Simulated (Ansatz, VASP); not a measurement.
# HfO2: VASP beside Ansatz

```
Hf O
1.0
    -0.19545    2.38528    2.38528
     2.38528   -0.19545    2.38528
     2.38528    2.38528   -0.19545
Hf O
1 2
Cartesian
  0.0000 0.0000 0.0000
  1.1438 1.1438 1.1438
  3.4313 3.4313 3.4313
```

Alike in both runs: task single point; functional PBE; k mesh 8 × 8 × 8; occupations gaussian, width 0.05 eV; no spin polarisation.

```csv
,VASP,Ansatz
version,VASP 6.6.1,Ansatz 0.2.0
potentials or method,"VASP PAW PBE potentials, release 64 (Hf_pv, O), cutoff 520 eV","scalar-relativistic, plane waves, PAW"
valence electrons in the cell,22,38
```

Ansatz gave:

```
gap on the k mesh at the Fermi level (eV)                     : 4.10
least direct gap on the mesh (eV)                             : 4.10
pressure (GPa)                                                : 30.7
traceless stress, the component that is largest in VASP (GPa) : 15.88
rms of the force components (eV/Å)                            : 1.110
```

**Question.** Which values does VASP return?

**Answer.** gap on the k mesh at the Fermi level (eV): 4.14; least direct gap on the mesh (eV): 4.14; pressure (GPa): 26.4; traceless stress, the component that is largest in VASP (GPa): 15.62; rms of the force components (eV/Å): 1.075.

Atom by atom the forces differ by 0.035 eV/Å (rms over components). The functional is the same, so the differences come from potentials, cutoffs and numerics. VASP's potentials hold 22 valence electrons a cell and Ansatz's 38, so a difference there can come from the potentials and not from the codes.

Neither program's run includes spin-orbit coupling.
